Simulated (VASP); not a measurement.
# RbBr (I-4m2) in VASP: further runs

The runs below take RbBr through single point, with PBE, r2SCAN.

All numbers are computed with VASP 6.6.1; they aren't measurements. Logs are shortened: lines on timing, memory, paths and dates and some standing lists are left out, and cuts for length are marked.

**1. The cell of the first run**

The structure is tetragonal, space group I-4m2 (No. 119). The conventional cell has a = 5.472 Å, b = 5.472 Å, c = 7.370 Å, α = 90.00°, β = 90.00°, γ = 90.00°. Rb (site symmetry -4m2) has 4 Br at 3.30 Å within 4.3 Å. Within 4.3 Å of Br (site symmetry -4m2) lie 4 Rb at 3.30 Å.

**2. Single point, PBE (uniaxial x strain -4.8%)**

Input file INCAR:

```
PREC = Accurate ; ENCUT = 520
EDIFF = 1E-6 ; ISMEAR = -1
SIGMA = 0.02 ; LREAL = F
LASPH = T ; NELM = 80
ALGO = Normal ; ISIF = 2
LWAVE = F ; LCHARG = F
GGA = PE ; NBANDS = 15
```

Input file KPOINTS:

```
Automatic mesh
0
Gamma
  6 6 6
```

Input file POSCAR:

```
RbBr
1.0
    0.0000000000      3.8694968646      3.8694968646
    3.6849218642      0.0000000000      3.8694968646
    3.6849218642      3.8694968646      0.0000000000
Rb Br
1 1
Direct
    0.0000000000      0.0000000000      0.0000000000
    0.2500000000      0.2500000000      0.2500000000
```

Potentials or basis: VASP PAW PBE potentials, release 64 (Rb_sv, Br).

Launch:

```
$ cat potpaw_PBE.64/Rb_sv/POTCAR potpaw_PBE.64/Br/POTCAR > POTCAR
$ mpirun -np 1 vasp_std > vasp.out
```

OUTCAR:

```text
PREC = Accurate
   ENCUT = 520
   EDIFF = 1E-6
   ISMEAR = -1
   LREAL = F
   LASPH = T
   NELM = 80
   ISIF = 2
   GGA = PE

 ion  position               nearest neighbor table
   1  0.000  0.000  0.000-   2 3.30   2 3.30   2 3.30   2 3.30
   2  0.250  0.250  0.250-   1 3.30   1 3.30   1 3.30   1 3.30

  LATTYP: Found a body centered tetragonal cell.
 ALAT       =     5.4722949455
 C/A-ratio  =     1.3467555755

  Lattice vectors:

 A1 = (  -3.6849218642,   0.0000000000,  -3.8694968646)
 A2 = (  -3.6849218642,   0.0000000000,   3.8694968646)
 A3 = (   3.6849218642,   3.8694968646,   0.0000000000)

Analysis of symmetry for initial positions (statically):
=====================================================================
 Subroutine PRICEL returns:
 Original cell was already a primitive cell.

 Routine SETGRP: Setting up the symmetry group for a
 body centered tetragonal supercell.

 Subroutine GETGRP returns: Found  8 space group operations
 (whereof  8 operations were pure point group operations)
 out of a pool of 16 trial point group operations.

The static configuration has the point symmetry D_2d.

Analysis of symmetry for dynamics (positions and initial velocities):
=====================================================================
 Subroutine PRICEL returns:
 Original cell was already a primitive cell.

 Routine SETGRP: Setting up the symmetry group for a
 body centered tetragonal supercell.

 Subroutine GETGRP returns: Found  8 space group operations
 (whereof  8 operations were pure point group operations)
 out of a pool of 16 trial point group operations.

The dynamic configuration has the point symmetry D_2d.

 Subroutine INISYM returns: Found  8 space group operations
 (whereof  8 operations are pure point group operations),
 and found     1 'primitive' translations

----------------------------------------------------------------------------------------

                                     Primitive cell

  volume of cell :     110.3487

  direct lattice vectors                    reciprocal lattice vectors
     0.000000000  3.869496865  3.869496865    -0.135688087  0.129215766  0.129215766
     3.684921864  0.000000000  3.869496865     0.135688087 -0.129215766  0.129215766
     3.684921864  3.869496865  0.000000000     0.135688087  0.129215766 -0.129215766

  length of vectors
     5.472294945  5.343374882  5.343374882     0.227606426  0.227606426  0.227606426

  position of ions in fractional coordinates (direct lattice)
     0.000000000  0.000000000  0.000000000
     0.250000000  0.250000000  0.250000000

  ion indices of the primitive-cell ions
   primitive index   ion index
                 1           1
                 2           2

----------------------------------------------------------------------------------------

 KPOINTS: Automatic mesh

Automatic generation of k-mesh.
 Grid dimensions read from file:
 generate k-points for:    6    6    6

 Generating k-lattice:

  Cartesian coordinates                     Fractional coordinates (reciprocal lattice)
    -0.022614681  0.021535961  0.021535961     0.166666667 -0.000000000 -0.000000000
     0.022614681 -0.021535961  0.021535961     0.000000000  0.166666667  0.000000000
     0.022614681  0.021535961 -0.021535961     0.000000000  0.000000000  0.166666667

  Length of vectors
     0.037934404  0.037934404  0.037934404

  Shift w.r.t. Gamma in fractional coordinates (k-lattice)
     0.000000000  0.000000000  0.000000000

 Subroutine IBZKPT returns following result:
 ===========================================

 Found     30 irreducible k-points:

 Following reciprocal coordinates:
            Coordinates               Weight
  0.000000  0.000000  0.000000      1.000000
  0.166667  0.000000  0.000000      8.000000
  0.333333 -0.000000 -0.000000      8.000000
  0.500000  0.000000  0.000000      4.000000
  0.166667  0.166667  0.000000      4.000000
  0.333333  0.166667  0.000000     16.000000
[... 16 lines left out ...]
 -0.333333  0.500000  0.166667      4.000000
  0.333333 -0.333333  0.166667      8.000000
 [... further k-points ...]
   k-points           NKPTS =     30   k-points in BZ     NKDIM =     30   number of bands    NBANDS=     15
   number of dos      NEDOS =    301   number of ions     NIONS =      2
   total plane-waves  NPLWV =  67200
   dimension x,y,z NGX =    42 NGY =   40 NGZ =   40
   dimension x,y,z NGXF=    84 NGYF=   80 NGZF=   80
   ions per type =               1   1
   NGX,Y,Z   is equivalent  to a cutoff of  12.76, 12.45, 12.45 a.u.
   NGXF,Y,Z  is equivalent  to a cutoff of  25.52, 24.89, 24.89 a.u.
 SYSTEM =  unknown system
   PREC   = accura    normal or accurate (medium, high low for compatibility)
   ISTART =      0    job   : 0-new  1-cont  2-samecut
   ICHARG =      2    charge: 1-file 2-atom 10-const
   ISPIN  =      1    spin polarized calculation?
   LNONCOLLINEAR =      F non collinear calculations
   LSORBIT =      F    spin-orbit coupling
   LASPH  =      T    aspherical Exc in radial PAW
   ENCUT  =  520.0 eV  38.22 Ry    6.18 a.u.  10.17  9.94  9.94*2*pi/ulx,y,z
   NELM   =     80;   NELMIN=  2; NELMDL= -5     # of ELM steps
   EDIFF  = 0.1E-05   stopping-criterion for ELM
   LREAL  =      F    real-space projection
   EDIFFG = 0.1E-04   stopping-criterion for IOM
   NSW    =      0    number of steps for IOM
   IBRION =     -1    ionic relax: 0-MD 1-quasi-New 2-CG
   NFREE  =      0    steps in history (QN), initial steepest desc. (CG)
   ISIF   =      2    stress and relaxation
   ISYM   =      2    0-nonsym 1-usesym 2-fastsym
   POTIM  = 0.5000    time-step for ionic-motion
   TEBEG  =    0.0;   TEEND  =   0.0 temperature during run
   PSTRESS=    0.0 pullay stress
   NELECT =      16.0000    total number of electrons
   NUPDOWN=      -1.0000    fix difference up-down
   EMIN   =  10.00;   EMAX   =-10.00  energy-range for DOS
   EFERMI =   0.00;   METHOD = LEGACY
   ISMEAR =    -1;   SIGMA  =   0.02  broadening in eV -4-tet -1-fermi 0-gaus
   EFERMI_NEDOS =   21; number of points for ismear=-14 and -15
   IALGO  =     38    algorithm
   IMIX   =      4    mixing-type and parameters
     AMIX     =   0.40;   BMIX     =  1.00
     AMIX_MAG =   1.60;   BMIX_MAG =  1.00
  volume/ion in A,a.u.               =      55.17       372.33
  Fermi-wavevector in a.u.,A,eV,Ry     =   0.860054  1.625266 10.064133  0.739693
  Thomas-Fermi vector in A             =   1.977501
   LORBIT       =      0    0 simple, 1 ext, 2 COOP (PROOUT), +10 PAW based schemes
   GGA     = PE    functional components
   LHFCALC =     F    Hartree Fock is set to
   AEXX    =    0.0000 exact exchange contribution
   IVDW    =     0    specifies the selected vdW correction
   LEPSILON=     F    determine dielectric tensor
   LRPA    =     F    only Hartree local field effects (RPA)
 non-spin polarized calculation
  energy-cutoff  :      520.00
  volume of cell :      110.35
 maximum number of plane-waves:      2992
 NGX is ok and might be reduce to    42
   NGX = 21   NGY = 19   NGZ = 19

 number of electron      16.0000000 magnetization

 Free energy of the ion-electron system (eV)
  ---------------------------------------------------
  ext. energy  EPLUGINS =         0.00000000
  ---------------------------------------------------
  free energy    TOTEN  =        -5.91331136 eV

  energy without entropy =       -5.91331136  energy(sigma->0) =       -5.91331136

 E-fermi :  -2.4914     XC(G=0):  -5.8905

 val. band max:       -2.9501098647   @ k =   0.5000   0.5000   0.0000
 cond. band min:       1.1759780671   @ k =   0.0000   0.0000   0.0000
 fundamental gap:      4.1260879318
 Fermi energy:        -2.4914060683

 k-point     1 :       0.0000    0.0000    0.0000
  band No.  band energies     occupation
      1     -27.4422      2.00000
      2     -14.8660      2.00000
      3     -11.5614      2.00000
      4     -11.5571      2.00000
      5     -11.5571      2.00000
      6      -3.0770      2.00000
      7      -3.0770      2.00000
      8      -3.0654      2.00000
      9       1.1760      0.00000
     10       5.1019      0.00000
     11       5.4245      0.00000
     12       6.2180      0.00000
     13       6.2180      0.00000
     14       6.4728      0.00000
     15       7.3177      0.00000

 k-point     2 :       0.1667    0.0000    0.0000
  band No.  band energies     occupation
      1     -27.4415      2.00000
      2     -14.8796      2.00000
      3     -11.5639      2.00000
      4     -11.5615      2.00000
      5     -11.5431      2.00000
      6      -3.1482      2.00000
      7      -3.0652      2.00000
      8      -3.0513      2.00000
      9       1.5869      0.00000
     10       4.8907      0.00000
     11       5.1146      0.00000
     12       5.9529      0.00000
     13       6.4962      0.00000
     14       6.7147      0.00000
     15       6.9010      0.00000

 k-point     3 :       0.3333   -0.0000   -0.0000
  band No.  band energies     occupation
      1     -27.4401      2.00000
      2     -14.9063      2.00000
      3     -11.5704      2.00000
      4     -11.5702      2.00000
      5     -11.5151      2.00000
      6      -3.2535      2.00000
      7      -3.0428      2.00000
      8      -3.0192      2.00000
      9       2.5176      0.00000
     10       4.6897      0.00000
     11       4.7926      0.00000
     12       4.9838      0.00000
     13       6.3541      0.00000
     14       6.5926      0.00000
     15       6.6720      0.00000
[... 343 lines left out ...]
 k-point    23 :      -0.3333    0.5000    0.1667
  band No.  band energies     occupation
      1     -27.4384      2.00000
      2     -14.9369      2.00000
      3     -11.6095      2.00000
      4     -11.5903      2.00000
      5     -11.4386      2.00000
      6      -3.3189      2.00000
      7      -3.0489      2.00000
      8      -2.9655      2.00000
      9       3.0735      0.00000
     10       3.8077      0.00000
     11       5.6887      0.00000
     12       5.7972      0.00000
     13       6.0494      0.00000
     14       6.2771      0.00000
     15       7.0818      0.00000

 k-point    24 :       0.3333   -0.3333    0.1667
  band No.  band energies     occupation
      1     -27.4387      2.00000
      2     -14.9340      2.00000
      3     -11.6075      2.00000
      4     -11.5882      2.00000
      5     -11.4406      2.00000
      6      -3.2448      2.00000
      7      -3.1175      2.00000
      8      -2.9682      2.00000
      9       3.2437      0.00000
     10       3.8407      0.00000
     11       4.9087      0.00000
     12       5.3852      0.00000
     13       6.4085      0.00000
     14       6.5850      0.00000
     15       7.2340      0.00000

 [... further k-points ...]
[... 5 lines left out ...]
  --------------------------------------------------------------------------------------
  -------------------------------------------------------------------------------------
  Total        0.4337877      0.4605642      0.4605642      0.0000000      0.0000000      0.0000000
  in kB        6.2982600      6.6870331      6.6870331      0.0000000      0.0000000      0.0000000
  external PRESSURE =       6.5574421 kB  Pullay stress =       0.0000000 kB

 VOLUME and BASIS-vectors are now :
 -----------------------------------------------------------------------------
  energy-cutoff  :      520.00
  volume of cell :      110.35
      direct lattice vectors                 reciprocal lattice vectors
     0.000000000  3.869496865  3.869496865    -0.135688087  0.129215766  0.129215766
     3.684921864  0.000000000  3.869496865     0.135688087 -0.129215766  0.129215766
     3.684921864  3.869496865  0.000000000     0.135688087  0.129215766 -0.129215766

 POSITION                                       TOTAL-FORCE (eV/Angst)
 -----------------------------------------------------------------------------------
      0.00000      0.00000      0.00000         0.000000      0.000000      0.000000
      1.84246      1.93475      1.93475         0.000000     -0.000000     -0.000000
 -----------------------------------------------------------------------------------
    total drift:                               -0.000000      0.000000      0.000000

  FREE ENERGIE OF THE ION-ELECTRON SYSTEM (eV)
  ---------------------------------------------------
  free  energy   TOTEN  =        -5.9133113564 eV

  energy  without entropy=       -5.9133113564  energy(sigma->0) =       -5.91331136
```

Run time: 27 s. Hardware: 1 thread of AMD EPYC 9R45 (Zen 5), shared host; peak memory 0.23 GiB.

What came out:

```yaml
Free_energy: -5.9133 eV
Pressure: 0.7 GPa
Band_gap_on_the_k_mesh: 4.13 eV, indirect (least direct gap 4.24 eV)
```

Levels at points of the mesh, in eV from the valence-band top:
```tsv
k point	band 5	band 6	band 7	band 8	band 9	band 10	band 11	band 12
(0.00, 0.00, 0.00)	-8.61	-0.13	-0.13	-0.12	4.13	8.05	8.37	9.17
(0.50, 0.00, 0.00)	-8.55	-0.34	-0.08	-0.05	6.39	6.57	7.79	7.97
(0.50, 0.50, 0.00)	-8.49	-0.46	-0.01	0.00	5.92	6.76	8.62	9.11
(0.00, 0.50, 0.50)	-8.52	-0.43	-0.03	-0.03	6.00	6.79	8.87	9.15
```

Caveat: the cell differs from its parent crystal (uniaxial x strain -4.8%). A k mesh can miss the band edges.

**3. Single point, r2SCAN (uniaxial x strain -4.8%)**

POSCAR is that of step 2.

Input file INCAR.step1:

```
ALGO = Normal
EDIFF = 1E-4
ENCUT = 520
GGA = PE
ISMEAR = 0
LASPH = T
LCHARG = F
LREAL = F
LWAVE = T
NBANDS = 15
NELM = 80
PREC = Accurate
SIGMA = 0.01
```

Input file INCAR.step2:

```
ALGO = Normal
EDIFF = 1E-6
ENCUT = 520
ISIF = 2
ISMEAR = 0
ISTART = 1
LASPH = T
LCHARG = F
LMIXTAU = T
LREAL = F
LWAVE = F
METAGGA = R2SCAN
NBANDS = 15
NELM = 80
PREC = Accurate
SIGMA = 0.01
```

Input file KPOINTS:

```
k-points
0
Gamma
  6 6 6
```

Potentials or basis: VASP PAW PBE potentials, release 64 (Rb_sv, Br).

Launch:

```
$ cat potpaw_PBE.64/Rb_sv/POTCAR potpaw_PBE.64/Br/POTCAR > POTCAR
$ cp INCAR.step1 INCAR
$ mpirun -np 1 vasp_std > vasp.out
$ cp INCAR.step2 INCAR
$ mpirun -np 1 vasp_std > vasp.out
```

It took 2.2 min on 1 thread of AMD EPYC 9R45 (Zen 5), shared host; peak memory 0.26 GiB.

It converged, with:

```yaml
Free_energy: -30.8709 eV
Pressure: 0.5 GPa
Band_gap_on_the_k_mesh: 4.69 eV, indirect (least direct gap 4.80 eV)
```

Levels at points of the mesh, in eV from the valence-band top:
```tsv
k point	band 6	band 7	band 8	band 9	band 10	band 11
(0.00, 0.00, 0.00)	-0.12	-0.12	-0.11	4.69	8.76	9.11
(0.50, 0.00, 0.00)	-0.32	-0.08	-0.05	7.03	7.07	8.44
(0.50, 0.50, 0.00)	-0.44	-0.01	0.00	6.38	7.30	9.56
(0.00, 0.50, 0.50)	-0.41	-0.03	-0.03	6.46	7.35	9.84
```

Caveat: the cell differs from its parent crystal (uniaxial x strain -4.8%); the PAW data sets were made with another functional, which shifts forces and pressure a little. A k mesh can miss the band edges.

**4. Single point, r2SCAN (epitaxial xy strain +6.0%)**

Input file POSCAR:

```
RbBr
1.0
    0.0000000000      4.1005058274      3.2920698221
    4.1005058274      0.0000000000      3.2920698221
    4.1005058274      4.1005058274      0.0000000000
Rb Br
1 1
Direct
    0.0000000000      0.0000000000      0.0000000000
    0.2500000000      0.2500000000      0.2500000000
```

Input file INCAR.step1:

```
  PREC = Accurate
  ENCUT = 520
  ISMEAR = 0
  SIGMA = 0.01
  LREAL = F
  LASPH = T
  NELM = 60
  NBANDS = 15
  GGA = PE
  ALGO = Normal
  EDIFF = 1E-4
  LWAVE = T
  LCHARG = F
```

Input file INCAR.step2:

```
  PREC = Accurate
  ENCUT = 520
  EDIFF = 1E-6
  ISMEAR = 0
  SIGMA = 0.01
  LREAL = F
  LASPH = T
  NELM = 60
  ALGO = Normal
  ISIF = 2
  LWAVE = F
  LCHARG = T
  METAGGA = R2SCAN
  LMIXTAU = T
  LELF = T
  LVHAR = T
  NBANDS = 15
  ISTART = 1
```

Input file KPOINTS:

```
regular mesh
0
Gamma
  6 6 6
```

Launch:

```
$ cat potpaw_PBE.64/Rb_sv/POTCAR potpaw_PBE.64/Br/POTCAR > POTCAR
$ cp INCAR.step1 INCAR
$ mpirun -np 1 vasp_std > vasp.out
$ cp INCAR.step2 INCAR
$ mpirun -np 1 vasp_std > vasp.out
```

Run time: 2.4 min. Hardware: 1 thread of AMD EPYC 9R45 (Zen 5), shared host; peak memory 0.28 GiB.

The run converged. Its results:

- Free energy: -30.8831 eV
- Pressure: 0.1 GPa
- Band gap on the k mesh: 4.60 eV, indirect (least direct gap 4.70 eV)

Stress tensor (GPa, compression positive):
```
0.21 0.00 0.00
0.00 0.21 0.00
0.00 0.00 0.00
```

Levels at points of the mesh, in eV from the valence-band top:
```csv
k point,band 6,band 7,band 8,band 9,band 10,band 11
"(0.00, 0.00, 0.00)",-0.13,-0.13,-0.10,4.60,8.13,9.28
"(0.50, 0.00, 0.00)",-0.37,-0.14,-0.05,6.92,7.09,8.05
"(0.50, 0.50, 0.00)",-0.37,-0.12,-0.12,6.64,7.21,9.58
"(0.50, 0.00, 0.50)",-0.50,-0.05,-0.01,6.30,7.09,9.20
```

Caveat: the cell differs from its parent crystal (epitaxial xy strain +6.0%); the PAW data sets were made with another functional, which shifts forces and pressure a little.

**5. Overview**

```tsv
level	cell	smearing	gap on the mesh (eV)	pressure (GPa)
PBE	a = 5.472, b = 5.343, c = 5.343 Å, angles 61.6, 59.2, 59.2°, 2 atoms	fermi-dirac 0.02 eV	4.13	0.7
r2SCAN	a = 5.472, b = 5.343, c = 5.343 Å, angles 61.6, 59.2, 59.2°, 2 atoms	gaussian 0.01 eV	4.69	0.5
r2SCAN	a = 5.259, b = 5.259, c = 5.799 Å, angles 56.5, 56.5, 66.9°, 2 atoms	gaussian 0.01 eV	4.60	0.1
```

Alike in all rows: task single point; potentials or basis VASP PAW PBE potentials, release 64 (Rb_sv, Br); no spin polarisation; k mesh 6 × 6 × 6; cutoff (eV) 520.

Caveats: the PAW data sets were made with another functional, which shifts forces and pressure a little (some runs).

Total energies depend on the potentials used, so only differences within one code and one set of settings carry meaning.
